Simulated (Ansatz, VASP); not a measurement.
Sb in VASP and in Ansatz

Contents of POSCAR:

```
Sb
1.0
    3.1224020000      0.0000000000      0.0000000000
    0.0000000000      4.3475180000      0.0000000000
   -0.0389150000      0.0000000000      4.4058520000
Sb
2
Direct
    0.0113890000      0.2500000000      0.2411660000
    0.9886110000      0.7500000000      0.7588340000
```

Contents of INCAR.step1:

```
PREC = Accurate ; ENCUT = 600
EDIFF = 1E-5 ; ISMEAR = -1
SIGMA = 0.05 ; LREAL = F
LASPH = T ; NELM = 100
ALGO = Normal ; LWAVE = T
LCHARG = F ; GGA = PE
NBANDS = 12
```

The input INCAR.step2:

```
PREC = Accurate ; ENCUT = 600
EDIFF = 1E-7 ; ISMEAR = -1
SIGMA = 0.05 ; LREAL = F
LASPH = T ; NELM = 100
ALGO = Normal ; ISIF = 3
LWAVE = F ; LCHARG = F
GGA = PS ; LHFCALC = T
AEXX = 0.25 ; HFSCREEN = 0.207
PRECFOCK = Normal ; IBRION = 2
NSW = 60 ; EDIFFG = -0.01
ISTART = 1
```

KPOINTS

```
Automatic mesh
0
Gamma
  5 3 3
```

File input:

```
crystal:
  lattice:
    - [3.122402, 0.0, 0.0]
    - [0.0, 4.347518, 0.0]
    - [-0.038915, 0.0, 4.405852]
  atoms:
    - { symbol: Sb, position: [0.011389, 0.25, 0.241166] }
    - { symbol: Sb, position: [0.988611, 0.75, 0.758834] }
hamiltonian:
  xc:
    exchange: hjs_pbesol
    correlation: pbesol
    exx: { coeff: 0.25, omega: 0.207 }
  pseudopotentials: { kind: paw }
kpoints:
  mp_grid: { grid: [5, 3, 3] }
scf:
  occupations: { method: fermi_dirac, width: 0.05 }
output:
  forces: true
  stress: true
  eigenvalues: true
  write_density: true
  write_potential: true
  elf: true
  volumetric_format: npy
relax:
  f_tol: 0.01
  max_steps: 40
  cell: { stress_tol: 0.05 }
```

Alike in both runs: task relaxation of cell and atoms; functional PBEsol-based screened hybrid; k mesh 5 × 3 × 3; occupations fermi-dirac, width 0.05 eV; no spin polarisation.

```csv
,VASP,Ansatz
version,VASP 6.6.1,Ansatz 0.2.0
potentials or method,"VASP PAW PBE potentials, release 64 (Sb)",Ansatz PAW
plane-wave cutoff (eV),600,420
valence electrons in the cell,10,30
```

|  | VASP | Ansatz | Ansatz less VASP |
| --- | --- | --- | --- |
| gap on the k mesh at the Fermi level, each at its own relaxed structure (eV) | none | none | - |
| relaxed volume (Å³/atom) | 29.14 | 29.12 | -0.024 |
| relaxed cell length with the largest relative difference (Å) | 4.247 | 4.161 | -0.0855 |

VASP's potentials were made for PBE, not for PBEsol-based screened hybrid. A gap of «none» marks a metal or a gap that the smearing closes. VASP's potentials hold 10 valence electrons a cell and Ansatz's 30, so a difference there can come from the potentials and not from the codes.

The k mesh is coarse, so the values compare programs but aren't converged. Neither program's run includes spin-orbit coupling. Noted on Ansatz's run: the plane-wave basis is chosen anew once the cell has moved, so the energies of steps on either side of that aren't comparable.
